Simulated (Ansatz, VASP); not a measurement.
Two plane-wave programs on Mg3GePd

```
Mg Ge Pd
1.0
     4.93347    0.00000    0.00000
     0.00000    4.93347    0.00000
     0.00000    0.00000    4.93347
Mg Ge Pd
3 1 1
Direct
  0.00000 0.50000 0.50000
  0.50000 0.00000 0.50000
  0.50000 0.50000 0.00000
  0.00000 0.00000 0.00000
  0.50000 0.50000 0.50000
```

Alike in both runs: task relaxation of cell and atoms; functional PBE; k mesh 8 × 8 × 8; occupations gaussian, width 0.1 eV; no spin polarisation.

|  | VASP | Ansatz |
| --- | --- | --- |
| version | VASP 6.6.1 | Ansatz 0.2.0 |
| potentials or method | VASP PAW PBE potentials, release 64 (Mg, Ge_d, Pd), cutoff 600 eV | scalar-relativistic, plane waves, PAW |
| valence electrons in the cell | 30 | 62 |

|  | VASP | Ansatz | Ansatz less VASP |
| --- | --- | --- | --- |
| gap on the k mesh at the Fermi level, each at its own relaxed structure (eV) | none | none | - |
| relaxed volume (Å³/atom) | 24.02 | 24.02 | 0.000 |
| relaxed length of the cell vector where the two differ most in proportion (Å) | 4.933 | 4.933 | 0.0000 |

A gap of «none» marks a metal or a gap that the smearing closes. VASP's potentials hold 30 valence electrons a cell and Ansatz's 62, so a difference there can come from the potentials and not from the codes.

Noted on VASP's run: the relaxation stopped at its first step, so nothing moved.
